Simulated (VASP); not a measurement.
# Li (Fd-3m) in VASP: further runs

Runs on Li. Level: PBE. Tasks: single point, relaxation of cell and atoms.

All numbers are computed with VASP 6.6.1; they aren't measurements. Logs are shortened: lines on timing, memory, paths and dates and some standing lists are left out, and cuts for length are marked.

## (1) The cell of the first run

It takes space group Fd-3m (No. 227, cubic). The conventional cell has a = 5.910 Å, b = 5.910 Å, c = 5.910 Å, α = 90.00°, β = 90.00°, γ = 90.00°. Li (site symmetry -43m) has 4 Li at 2.56 Å within 3.4 Å.

## (2) Single point, PBE

Input file INCAR:

```
PREC = Accurate ; ENCUT = 520
EDIFF = 1E-6 ; ISMEAR = -1
SIGMA = 0.1 ; LREAL = F
LASPH = T ; NELM = 60
ALGO = Normal ; ISIF = 2
LWAVE = F ; LCHARG = F
GGA = PE ; NBANDS = 10
```

Input file KPOINTS:

```
regular mesh
0
Gamma
  15 15 15
```

Input file POSCAR:

```
Li
1.0
    0.0000000000      2.9548570515      2.9548570515
    2.9548570515      0.0000000000      2.9548570515
    2.9548570515      2.9548570515      0.0000000000
Li
2
Direct
    0.1250000000      0.1250000000      0.1250000000
    0.8750000000      0.8750000000      0.8750000000
```

Potentials or basis: VASP PAW PBE potentials, release 64 (Li_sv).

Command:

```
$ cat potpaw_PBE.64/Li_sv/POTCAR > POTCAR
$ mpirun -np 1 vasp_std > vasp.out
```

OUTCAR:

```text
PREC = Accurate
   ENCUT = 520
   EDIFF = 1E-6
   ISMEAR = -1
   LREAL = F
   LASPH = T
   NELM = 60
   ISIF = 2
   GGA = PE

 ion  position               nearest neighbor table
   1  0.125  0.125  0.125-   2 2.56   2 2.56   2 2.56   2 2.56
   2  0.875  0.875  0.875-   1 2.56   1 2.56   1 2.56   1 2.56

  LATTYP: Found a face centered cubic cell.
 ALAT       =     5.9097141030

  Lattice vectors:

 A1 = (   0.0000000000,   2.9548570515,   2.9548570515)
 A2 = (   2.9548570515,   0.0000000000,   2.9548570515)
 A3 = (   2.9548570515,   2.9548570515,   0.0000000000)

Analysis of symmetry for initial positions (statically):
=====================================================================
 Subroutine PRICEL returns:
 Original cell was already a primitive cell.

 Routine SETGRP: Setting up the symmetry group for a
 face centered cubic supercell.

 Subroutine GETGRP returns: Found 48 space group operations
 (whereof 12 operations were pure point group operations)
 out of a pool of 48 trial point group operations.

The static configuration has the point symmetry D_3d.
 The point group associated with its full space group is O_h .

Analysis of symmetry for dynamics (positions and initial velocities):
=====================================================================
 Subroutine PRICEL returns:
 Original cell was already a primitive cell.

 Routine SETGRP: Setting up the symmetry group for a
 face centered cubic supercell.

 Subroutine GETGRP returns: Found 48 space group operations
 (whereof 12 operations were pure point group operations)
 out of a pool of 48 trial point group operations.

The dynamic configuration has the point symmetry D_3d.
 The point group associated with its full space group is O_h .

 Subroutine INISYM returns: Found 48 space group operations
 (whereof 12 operations are pure point group operations),
 and found     1 'primitive' translations

----------------------------------------------------------------------------------------

                                     Primitive cell

  volume of cell :      51.5988

  direct lattice vectors                    reciprocal lattice vectors
     0.000000000  2.954857051  2.954857051    -0.169212923  0.169212923  0.169212923
     2.954857051  0.000000000  2.954857051     0.169212923 -0.169212923  0.169212923
     2.954857051  2.954857051  0.000000000     0.169212923  0.169212923 -0.169212923

  length of vectors
     4.178798917  4.178798917  4.178798917     0.293085381  0.293085381  0.293085381

  position of ions in fractional coordinates (direct lattice)
     0.125000000  0.125000000  0.125000000
     0.875000000  0.875000000  0.875000000

  ion indices of the primitive-cell ions
   primitive index   ion index
                 1           1
                 2           2

----------------------------------------------------------------------------------------

 KPOINTS: regular mesh

Automatic generation of k-mesh.
 Grid dimensions read from file:
 generate k-points for:   15   15   15

 Generating k-lattice:

  Cartesian coordinates                     Fractional coordinates (reciprocal lattice)
    -0.011280862  0.011280862  0.011280862     0.066666667  0.000000000  0.000000000
     0.011280862 -0.011280862  0.011280862     0.000000000  0.066666667  0.000000000
     0.011280862  0.011280862 -0.011280862     0.000000000  0.000000000  0.066666667

  Length of vectors
     0.019539025  0.019539025  0.019539025

  Shift w.r.t. Gamma in fractional coordinates (k-lattice)
     0.000000000  0.000000000  0.000000000

 Subroutine IBZKPT returns following result:
 ===========================================

 Found    120 irreducible k-points:

 Following reciprocal coordinates:
            Coordinates               Weight
  0.000000  0.000000  0.000000      1.000000
  0.066667  0.000000  0.000000      8.000000
  0.133333  0.000000  0.000000      8.000000
  0.200000  0.000000  0.000000      8.000000
  0.266667  0.000000  0.000000      8.000000
  0.333333  0.000000  0.000000      8.000000
[... 16 lines left out ...]
  0.133333  0.133333  0.000000      6.000000
  0.200000  0.133333  0.000000     24.000000
 [... further k-points ...]
   k-points           NKPTS =    120   k-points in BZ     NKDIM =    120   number of bands    NBANDS=     10
   number of dos      NEDOS =    301   number of ions     NIONS =      2
   total plane-waves  NPLWV =  32768
   dimension x,y,z NGX =    32 NGY =   32 NGZ =   32
   dimension x,y,z NGXF=    64 NGYF=   64 NGZF=   64
   ions per type =               2
   NGX,Y,Z   is equivalent  to a cutoff of  12.73, 12.73, 12.73 a.u.
   NGXF,Y,Z  is equivalent  to a cutoff of  25.46, 25.46, 25.46 a.u.
 SYSTEM =  unknown system
   PREC   = accura    normal or accurate (medium, high low for compatibility)
   ISTART =      0    job   : 0-new  1-cont  2-samecut
   ICHARG =      2    charge: 1-file 2-atom 10-const
   ISPIN  =      1    spin polarized calculation?
   LNONCOLLINEAR =      F non collinear calculations
   LSORBIT =      F    spin-orbit coupling
   LASPH  =      T    aspherical Exc in radial PAW
   ENCUT  =  520.0 eV  38.22 Ry    6.18 a.u.   7.77  7.77  7.77*2*pi/ulx,y,z
   NELM   =     60;   NELMIN=  2; NELMDL= -5     # of ELM steps
   EDIFF  = 0.1E-05   stopping-criterion for ELM
   LREAL  =      F    real-space projection
   EDIFFG = 0.1E-04   stopping-criterion for IOM
   NSW    =      0    number of steps for IOM
   IBRION =     -1    ionic relax: 0-MD 1-quasi-New 2-CG
   NFREE  =      0    steps in history (QN), initial steepest desc. (CG)
   ISIF   =      2    stress and relaxation
   ISYM   =      2    0-nonsym 1-usesym 2-fastsym
   POTIM  = 0.5000    time-step for ionic-motion
   TEBEG  =    0.0;   TEEND  =   0.0 temperature during run
   PSTRESS=    0.0 pullay stress
   NELECT =       6.0000    total number of electrons
   NUPDOWN=      -1.0000    fix difference up-down
   EMIN   =  10.00;   EMAX   =-10.00  energy-range for DOS
   EFERMI =   0.00;   METHOD = LEGACY
   ISMEAR =    -1;   SIGMA  =   0.10  broadening in eV -4-tet -1-fermi 0-gaus
   EFERMI_NEDOS =   21; number of points for ismear=-14 and -15
   IALGO  =     38    algorithm
   IMIX   =      4    mixing-type and parameters
     AMIX     =   0.40;   BMIX     =  1.00
     AMIX_MAG =   1.60;   BMIX_MAG =  1.00
  volume/ion in A,a.u.               =      25.80       174.10
  Fermi-wavevector in a.u.,A,eV,Ry     =   0.799059  1.510002  8.687253  0.638495
  Thomas-Fermi vector in A             =   1.906089
   LORBIT       =      0    0 simple, 1 ext, 2 COOP (PROOUT), +10 PAW based schemes
   GGA     = PE    functional components
   LHFCALC =     F    Hartree Fock is set to
   AEXX    =    0.0000 exact exchange contribution
   IVDW    =     0    specifies the selected vdW correction
   LEPSILON=     F    determine dielectric tensor
   LRPA    =     F    only Hartree local field effects (RPA)
 non-spin polarized calculation
  energy-cutoff  :      520.00
  volume of cell :       51.60
 maximum number of plane-waves:      1411
   NGX = 15   NGY = 15   NGZ = 15

 number of electron       6.0000018 magnetization

 Free energy of the ion-electron system (eV)
  ---------------------------------------------------
  ext. energy  EPLUGINS =         0.00000000
  ---------------------------------------------------
  free energy    TOTEN  =        -2.79421038 eV

  energy without entropy =       -2.76668067  energy(sigma->0) =       -2.78044552

 E-fermi :   0.1568     XC(G=0):  -6.4601

 val. band max:        0.0731633704   @ k =  -0.4000   0.2000   0.0667
 cond. band min:       0.1667468719   @ k =   0.4667   0.0667   0.0000
 fundamental gap:      0.0935835015
 Fermi energy:         0.1567729141

 k-point     1 :       0.0000    0.0000    0.0000
  band No.  band energies     occupation
      1     -47.6098      2.00000
      2     -47.5349      2.00000
      3      -3.1716      2.00000
      4       5.7058      0.00000
      5       5.7059      0.00000
      6       5.7059      0.00000
      7       6.8202      0.00000
      8       6.8202      0.00000
      9       6.8202      0.00000
     10      11.4887      0.00000

 k-point     2 :       0.0667    0.0000    0.0000
  band No.  band energies     occupation
      1     -47.6091      2.00000
      2     -47.5355      2.00000
      3      -3.1267      2.00000
      4       5.1276      0.00000
      5       5.5336      0.00000
      6       5.5337      0.00000
      7       7.0359      0.00000
      8       7.0359      0.00000
      9       7.3179      0.00000
     10      11.0023      0.00000

 k-point     3 :       0.1333    0.0000    0.0000
  band No.  band energies     occupation
      1     -47.6073      2.00000
      2     -47.5373      2.00000
      3      -2.9929      2.00000
      4       4.1849      0.00000
      5       5.2199      0.00000
      6       5.2200      0.00000
      7       7.4361      0.00000
      8       7.4362      0.00000
      9       8.0214      0.00000
     10      10.3964      0.00000

 k-point     4 :       0.2000    0.0000    0.0000
  band No.  band energies     occupation
      1     -47.6044      2.00000
      2     -47.5400      2.00000
      3      -2.7706      2.00000
      4       3.2097      0.00000
      5       4.9251      0.00000
      6       4.9252      0.00000
      7       7.7122      0.00000
      8       7.7123      0.00000
      9       8.6143      0.00000
     10       9.8965      0.00000

 k-point     5 :       0.2667    0.0000    0.0000
  band No.  band energies     occupation
      1     -47.6008      2.00000
      2     -47.5435      2.00000
      3      -2.4615      2.00000
      4       2.2649      0.00000
      5       4.6882      0.00000
      6       4.6883      0.00000
      7       7.6908      0.00000
      8       7.6909      0.00000
      9       9.0704      0.00000
     10       9.5083      0.00000

 k-point     6 :       0.3333    0.0000    0.0000
  band No.  band energies     occupation
      1     -47.5969      2.00000
      2     -47.5474      2.00000
      3      -2.0694      2.00000
      4       1.3807      0.00001
      5       4.5164      0.00000
      6       4.5164      0.00000
      7       7.4872      0.00000
      8       7.4873      0.00000
      9       9.2241      0.00000
     10       9.4042      0.00000
[... 183 lines left out ...]
 k-point    21 :      -0.1333    0.0667    0.0000
  band No.  band energies     occupation
      1     -47.6059      2.00000
      2     -47.5386      2.00000
      3      -2.8888      2.00000
      4       3.8686      0.00000
      5       4.4953      0.00000
      6       5.4531      0.00000
      7       7.2356      0.00000
      8       8.0336      0.00000
      9       8.3219      0.00000
     10       9.8002      0.00000

 k-point    22 :      -0.0667    0.0667    0.0000
  band No.  band energies     occupation
      1     -47.6081      2.00000
      2     -47.5365      2.00000
      3      -3.0523      2.00000
      4       4.7826      0.00000
      5       4.8220      0.00000
      6       5.6494      0.00000
      7       6.9662      0.00000
      8       7.6283      0.00000
      9       7.7289      0.00000
     10      10.3311      0.00000

 k-point    23 :       0.1333    0.1333    0.0000
  band No.  band energies     occupation
      1     -47.6064      2.00000
      2     -47.5381      2.00000
      3      -2.9325      2.00000
      4       4.4489      0.00000
      5       4.4489      0.00000
      6       5.2989      0.00000
      7       6.6389      0.00000
      8       8.4030      0.00000
      9       8.4030      0.00000
     10       8.6508      0.00000

 k-point    24 :       0.2000    0.1333    0.0000
  band No.  band energies     occupation
      1     -47.6043      2.00000
      2     -47.5402      2.00000
      3      -2.7682      2.00000
      4       3.8175      0.00000
      5       4.1267      0.00000
      6       5.1068      0.00000
      7       6.7094      0.00000
      8       8.0453      0.00000
      9       8.8518      0.00000
     10       8.9638      0.00000

 [... further k-points ...]
[... 5 lines left out ...]
  --------------------------------------------------------------------------------------
  -------------------------------------------------------------------------------------
  Total       -0.0230604     -0.0230604     -0.0230604      0.0000000      0.0000000     -0.0000000
  in kB       -0.7160423     -0.7160423     -0.7160423      0.0000000      0.0000000     -0.0000000
  external PRESSURE =      -0.7160423 kB  Pullay stress =       0.0000000 kB

 VOLUME and BASIS-vectors are now :
 -----------------------------------------------------------------------------
  energy-cutoff  :      520.00
  volume of cell :       51.60
      direct lattice vectors                 reciprocal lattice vectors
     0.000000000  2.954857051  2.954857051    -0.169212923  0.169212923  0.169212923
     2.954857051  0.000000000  2.954857051     0.169212923 -0.169212923  0.169212923
     2.954857051  2.954857051  0.000000000     0.169212923  0.169212923 -0.169212923

 POSITION                                       TOTAL-FORCE (eV/Angst)
 -----------------------------------------------------------------------------------
      0.73871      0.73871      0.73871         0.000000     -0.000000      0.000000
      5.17100      5.17100      5.17100        -0.000000      0.000000     -0.000000
 -----------------------------------------------------------------------------------
    total drift:                                0.000000      0.000000      0.000000

  FREE ENERGIE OF THE ION-ELECTRON SYSTEM (eV)
  ---------------------------------------------------
  free  energy   TOTEN  =        -2.7942103777 eV

  energy  without entropy=       -2.7666806668  energy(sigma->0) =       -2.78044552
```

Wall time 28 s (1 thread of AMD EPYC 9R45 (Zen 5), shared host); peak memory 0.16 GiB.

What came out:

* Free energy: -2.7942 eV
* Band gap on the k mesh: zero (band 3 reaches 0.51 eV, above the bottom of band 4 at -0.12 eV)

Levels at points of the mesh, in eV from the Fermi level:
| k point | band 1 | band 2 | band 3 | band 4 | band 5 | band 6 |
| --- | --- | --- | --- | --- | --- | --- |
| (0.00, 0.00, 0.00) | -47.77 | -47.69 | -3.33 | 5.55 | 5.55 | 5.55 |

Caveat: the cutoff is under 1.25 times the usual one of these potentials, so pressure, stress and relaxed cells hold a basis-set (Pulay) error.

[end of part 1 of 2]
